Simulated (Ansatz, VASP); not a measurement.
# One calculation of OsSe, two programs

```
Os Se
1.0
     0.00000    2.79716    2.79716
     2.79716    0.00000    2.79716
     2.79716    2.79716    0.00000
Os Se
1 1
Direct
  0.00000 0.00000 0.00000
  0.25000 0.25000 0.25000
```

Alike in both runs: task single point; functional r2SCAN; k mesh 10 × 10 × 10; occupations gaussian, width 0.05 eV; collinear spin.

|  | VASP | Ansatz |
| --- | --- | --- |
| version | VASP 6.6.1 | Ansatz 0.2.0 |
| potentials or method | VASP PAW PBE potentials, release 64 (Os, Se), cutoff 520 eV | scalar-relativistic, plane waves, PAW |
| valence electrons in the cell | 14 | 32 |

VASP gave:

| Property | Result |
| --- | --- |
| gap on the k mesh at the Fermi level (eV) | none |
| pressure (GPa) | -8.5 |
| net moment per atom (μB) | 0.08 |
| size of the moment on the site where the two differ most (μB) | 0.16 |

Q: Which values does Ansatz return?

A: gap on the k mesh at the Fermi level (eV): none; pressure (GPa): -8.9; net moment per atom (μB): 0.08; size of the moment on the site where the two differ most (μB): 0.13.

VASP's potentials were made for PBE, not for r2SCAN. Site moments also hang on the region over which each program counts them. A gap of «none» marks a metal or a gap that the smearing closes. With one functional, cell and mesh, what is left measures potentials, basis and numerics. VASP's potentials hold 14 valence electrons a cell and Ansatz's 32, so a difference there can come from the potentials and not from the codes. Ansatz's warnings: stability check not made.

Neither program's run includes spin-orbit coupling.
